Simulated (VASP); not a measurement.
# Hf in VASP: notebook, part 2 of 3

VASP 6.6.1. The steps go on from the part before.

## (3) Single point, PBE

This run uses another cell than the first one, of 22.51 Å³/atom, 1.006 times its volume.

Input file INCAR:

```
SYSTEM = Hf
PREC     = Accurate       ! precision mode
ENCUT    = 520            ! plane-wave cutoff, eV
EDIFF    = 1E-6           ! SCF threshold, eV
ISMEAR   = -1             ! smearing method
SIGMA    = 0.05           ! smearing width, eV
LREAL    = .False.        ! projectors in reciprocal space
LASPH    = .True.         ! aspherical terms in the spheres
NELM     = 100            ! most SCF steps
ALGO     = Normal         ! electronic algorithm
ISIF     = 2              ! what is computed and relaxed
LWAVE    = .False.        ! write WAVECAR
LCHARG   = .False.        ! write CHGCAR
GGA      = PE             ! functional
NBANDS   = 17             ! bands
```

Input file KPOINTS:

```
Automatic mesh
0
Gamma
  10 10 5
  0 0 0
```

Input file POSCAR:

```
Hf
1.0
    3.2057668497      0.0000000000      0.0000000000
   -1.6028834248      2.7762755304      0.0000000000
    0.0000000000      0.0000000000      5.0589063025
Hf
2
Direct
    0.6666666667      0.3333333333      0.7500000000
    0.3333333333      0.6666666667      0.2500000000
```

Potentials or basis: VASP PAW PBE potentials, release 64 (Hf_pv).

Started as:

```sh
cat potpaw_PBE.64/Hf_pv/POTCAR > POTCAR
mpirun -np 1 vasp_std > vasp.out
```

OUTCAR:

```text
SYSTEM = Hf
   PREC = Accurate
   ENCUT = 520
   EDIFF = 1E-6
   ISMEAR = -1
   LREAL = .False.
   LASPH = .True.
   NELM = 100
   ISIF = 2
   GGA = PE

 ion  position               nearest neighbor table
   1  0.667  0.333  0.750-   2 3.13   2 3.13   2 3.13   2 3.13   2 3.13   2 3.13
   2  0.333  0.667  0.250-   1 3.13   1 3.13   1 3.13   1 3.13   1 3.13   1 3.13

  LATTYP: Found a hexagonal cell.
 ALAT       =     3.2057668497
 C/A-ratio  =     1.5780643258

  Lattice vectors:

 A1 = (   3.2057668497,   0.0000000000,   0.0000000000)
 A2 = (  -1.6028834248,   2.7762755304,   0.0000000000)
 A3 = (   0.0000000000,   0.0000000000,   5.0589063025)

Analysis of symmetry for initial positions (statically):
=====================================================================
 Subroutine PRICEL returns:
 Original cell was already a primitive cell.

 Routine SETGRP: Setting up the symmetry group for a
 hexagonal supercell.

 Subroutine GETGRP returns: Found 24 space group operations
 (whereof 12 operations were pure point group operations)
 out of a pool of 24 trial point group operations.

The static configuration has the point symmetry D_3d.
 The point group associated with its full space group is D_6h.

Analysis of symmetry for dynamics (positions and initial velocities):
=====================================================================
 Subroutine PRICEL returns:
 Original cell was already a primitive cell.

 Routine SETGRP: Setting up the symmetry group for a
 hexagonal supercell.

 Subroutine GETGRP returns: Found 24 space group operations
 (whereof 12 operations were pure point group operations)
 out of a pool of 24 trial point group operations.

[... 107 lines left out ...]
   ISIF   =      2    stress and relaxation
   ISYM   =      2    0-nonsym 1-usesym 2-fastsym
   POTIM  = 0.5000    time-step for ionic-motion
   TEBEG  =    0.0;   TEEND  =   0.0 temperature during run
   PSTRESS=    0.0 pullay stress
   NELECT =      20.0000    total number of electrons
   NUPDOWN=      -1.0000    fix difference up-down
   EMIN   =  10.00;   EMAX   =-10.00  energy-range for DOS
   EFERMI =   0.00;   METHOD = LEGACY
   ISMEAR =    -1;   SIGMA  =   0.05  broadening in eV -4-tet -1-fermi 0-gaus
   EFERMI_NEDOS =   21; number of points for ismear=-14 and -15
   IALGO  =     38    algorithm
   IMIX   =      4    mixing-type and parameters
     AMIX     =   0.40;   BMIX     =  1.00
     AMIX_MAG =   1.60;   BMIX_MAG =  1.00
  volume/ion in A,a.u.               =      22.51       151.92
  Fermi-wavevector in a.u.,A,eV,Ry     =   1.249111  2.360478 21.228883  1.560279
  Thomas-Fermi vector in A             =   2.383167
   LORBIT       =      0    0 simple, 1 ext, 2 COOP (PROOUT), +10 PAW based schemes
   GGA     = PE    functional components
   LHFCALC =     F    Hartree Fock is set to
   AEXX    =    0.0000 exact exchange contribution
   IVDW    =     0    specifies the selected vdW correction
   LEPSILON=     F    determine dielectric tensor
   LRPA    =     F    only Hartree local field effects (RPA)
 non-spin polarized calculation
  energy-cutoff  :      520.00
  volume of cell :       45.02
 maximum number of plane-waves:      1228
 NGX is ok and might be reduce to    24
   NGX = 11   NGY = 11   NGZ = 19

 number of electron      20.0000005 magnetization

 Free energy of the ion-electron system (eV)
  ---------------------------------------------------
  ext. energy  EPLUGINS =         0.00000000
  ---------------------------------------------------
  free energy    TOTEN  =       -19.85499125 eV

  energy without entropy =      -19.84390813  energy(sigma->0) =      -19.84944969

 E-fermi :   4.8653     XC(G=0): -11.2543

 val. band max:        4.8586229358   @ k =   0.1000   0.1000   0.4000
 cond. band min:       4.8717553195   @ k =   0.1000   0.1000   0.2000
 fundamental gap:      0.0131323837
 Fermi energy:         4.8653284866

 k-point     1 :       0.0000    0.0000    0.0000
  band No.  band energies     occupation
      1     -26.2075      2.00000
      2     -25.4766      2.00000
      3     -25.4766      2.00000
      4     -25.3541      2.00000
      5     -25.3496      2.00000
      6     -25.3496      2.00000
[... 457 lines left out ...]
      4     -25.6405      2.00000
      5     -25.5473      2.00000
      6     -25.4765      2.00000
[... 9 lines left out ...]
     16      10.7652      0.00000
     17      11.5648      0.00000

 [... further k-points ...]
[... 5 lines left out ...]
  --------------------------------------------------------------------------------------
  -------------------------------------------------------------------------------------
  Total       -0.1198965     -0.1198965     -0.1549878     -0.0000000      0.0000000      0.0000000
  in kB       -4.2664437     -4.2664437     -5.5151438     -0.0000000      0.0000000      0.0000000
  external PRESSURE =      -4.6826771 kB  Pullay stress =       0.0000000 kB

 VOLUME and BASIS-vectors are now :
 -----------------------------------------------------------------------------
  energy-cutoff  :      520.00
  volume of cell :       45.02
      direct lattice vectors                 reciprocal lattice vectors
     3.205766850  0.000000000  0.000000000     0.311937844  0.180097398  0.000000000
    -1.602883425  2.776275530  0.000000000     0.000000000  0.360194797  0.000000000
     0.000000000  0.000000000  5.058906302     0.000000000  0.000000000  0.197671184

 POSITION                                       TOTAL-FORCE (eV/Angst)
 -----------------------------------------------------------------------------------
      1.60288      0.92543      3.79418         0.000000     -0.000000      0.000000
     -0.00000      1.85085      1.26473        -0.000000      0.000000      0.000000
 -----------------------------------------------------------------------------------
    total drift:                               -0.000000      0.000000     -0.000000

  FREE ENERGIE OF THE ION-ELECTRON SYSTEM (eV)
  ---------------------------------------------------
  free  energy   TOTEN  =       -19.8549912461 eV

  energy  without entropy=      -19.8439081346  energy(sigma->0) =      -19.84944969
```

OSZICAR:

```text
N       E                     dE             d eps       ncg     rms          rms(c)
DAV:   1     0.509609650001E+02    0.50961E+02   -0.11395E+04  1436   0.111E+03
DAV:   2    -0.186825290039E+02   -0.69643E+02   -0.68106E+02  1854   0.251E+02
DAV:   3    -0.205590793403E+02   -0.18766E+01   -0.18633E+01  1838   0.271E+01
DAV:   4    -0.205751170545E+02   -0.16038E-01   -0.16029E-01  1784   0.298E+00
DAV:   5    -0.205752923148E+02   -0.17526E-03   -0.17514E-03  1843   0.275E-01    0.646E+01
DAV:   6    -0.200474550280E+02    0.52784E+00   -0.49863E-01  1725   0.454E+00    0.381E+01
DAV:   7    -0.198649596114E+02    0.18250E+00   -0.83034E-01  1752   0.561E+00    0.191E+00
DAV:   8    -0.198548993141E+02    0.10060E-01   -0.51453E-02  1665   0.147E+00    0.106E-01
DAV:   9    -0.198550009987E+02   -0.10168E-03   -0.10937E-03  1928   0.233E-01    0.179E-01
DAV:  10    -0.198549894704E+02    0.11528E-04   -0.71898E-05  1671   0.557E-02    0.249E-01
DAV:  11    -0.198549911569E+02   -0.16864E-05   -0.92145E-06  1750   0.208E-02    0.831E-03
DAV:  12    -0.198549912461E+02   -0.89237E-07   -0.38933E-07  1070   0.430E-03
   1 F= -.19854991E+02 E0= -.19849450E+02  d E =-.110831E-01
```

Run time: 24 s. Hardware: 1 thread of AMD EPYC 7R13 (Zen 3), shared host; peak memory 0.14 GiB.

Results:

```yaml
Free_energy: -19.8550 eV
Pressure: -0.5 GPa
Band_gap_on_the_k_mesh: zero (band 10 reaches 6.05 eV, above the bottom of band 11 at 4.56 eV)
```

Caveat: spin-orbit coupling is left out, which moves the levels of the heavy elements.

## (4) Single point, PBE

Input file INCAR:

```
PREC = Accurate ; ENCUT = 520
EDIFF = 1E-6 ; ISMEAR = -1
SIGMA = 0.05 ; LREAL = False
LASPH = True ; NELM = 80
ALGO = Normal ; ISIF = 2
LWAVE = False ; LCHARG = False
GGA = PE ; NBANDS = 17
```

Input file KPOINTS:

```
Automatic mesh
0
Gamma
  10 10 5
```

Input file POSCAR:

```
Hf
1.0
    3.1967000000      0.0159835000      0.0000000000
   -1.5845078830      2.7604316583      0.0000000000
    0.0000000000      0.0000000000      5.0578000000
Hf
2
Direct
    0.6666666667      0.3333333333      0.7500000000
    0.3333333333      0.6666666667      0.2500000000
```

Started as:

```sh
cat potpaw_PBE.64/Hf_pv/POTCAR > POTCAR
mpirun -np 1 vasp_std > vasp.out
```

It took 51 s on 1 thread of Intel Xeon 6975P-C, shared host; peak memory 0.23 GiB.

Results (log left out):

* Free energy: -19.8541 eV
* Pressure: 0.2 GPa
* Largest force: 0.025 eV/Å
* Band gap on the k mesh: zero (band 10 reaches 6.01 eV, above the bottom of band 11 at 4.58 eV)

Forces on the atoms (eV/Å):
```
Hf   0.025  0.000  0.000
Hf  -0.025  0.000  0.000
```

Stress tensor (GPa, compression positive):
```
 0.31 -0.67  0.00
-0.67  0.32  0.00
 0.00  0.00 -0.14
```

Levels at points of the mesh, in eV from the Fermi level:
```
           k point  band 8  band 9  band 10  band 11  band 12  band 13
(0.00, 0.00, 0.00)   -3.70    0.65     1.10     1.29     1.47     1.93
(0.50, 0.00, 0.00)   -2.73   -2.21    -0.82     0.85     0.89     1.65
(0.00, 0.50, 0.00)   -2.73   -2.22    -0.79     0.79     0.90     1.69
(0.50, 0.50, 0.00)   -2.73   -2.22    -0.76     0.74     0.90     1.74
```

Caveat: spin-orbit coupling is left out, which moves the levels of the heavy elements.

## (5) Single point, PBE

Input file INCAR:

```
SYSTEM = Hf
ALGO = Fast
EDIFF = 1E-6
ENCUT = 520
GGA = PE
ISIF = 2
ISMEAR = -1
LASPH = .TRUE.
LCHARG = .TRUE.
LELF = .TRUE.
LREAL = .FALSE.
LVHAR = .TRUE.
LWAVE = .FALSE.
NBANDS = 17
NELM = 60
PREC = Accurate
SIGMA = 0.05
```

Input file KPOINTS:

```
k-points
0
G
  10 10 5
  0 0 0
```

Input file POSCAR:

```
Hf
1.0
    3.1967000000      0.0319670000      0.0000000000
   -1.5706657659      2.7524399083      0.0000000000
    0.0000000000      0.0000000000      5.0578000000
Hf
2
Direct
    0.6666666667      0.3333333333      0.7500000000
    0.3333333333      0.6666666667      0.2500000000
```

Started as:

```sh
cat potpaw_PBE.64/Hf_pv/POTCAR > POTCAR
mpirun -np 1 vasp_std > vasp.out
```

Wall time 72 s (1 thread of Intel Xeon 6975P-C, shared host); peak memory 0.23 GiB.

It converged, with:

```yaml
Free_energy: -19.8513 eV
Pressure: 0.2 GPa
Largest_force: 0.050 eV/Å
Band_gap_on_the_k_mesh: zero (band 10 reaches 5.92 eV, above the bottom of band 11 at 4.57 eV)
```

Forces in eV/Å, atoms in the order of the input:
```
Hf   0.050  0.000  0.000
Hf  -0.050  0.000  0.000
```

Stress tensor (GPa, compression positive):
```
 0.35 -1.33  0.00
-1.33  0.36  0.00
 0.00  0.00 -0.12
```

Levels at points of the mesh, in eV from the Fermi level:
```
           k point  band 7  band 8  band 9  band 10  band 11  band 12  band 13  band 14
(0.00, 0.00, 0.00)   -7.37   -3.70    0.65     1.01     1.38     1.47     1.85     2.18
(0.50, 0.00, 0.00)   -3.38   -2.74   -2.21    -0.86     0.84     0.95     1.60     5.85
(0.00, 0.50, 0.00)   -3.34   -2.73   -2.22    -0.79     0.76     0.93     1.69     5.87
(0.50, 0.50, 0.00)   -3.30   -2.73   -2.22    -0.73     0.67     0.92     1.78     5.94
```

Caveat: spin-orbit coupling is left out, which moves the levels of the heavy elements.

(Part 2 of 3 ends here.)
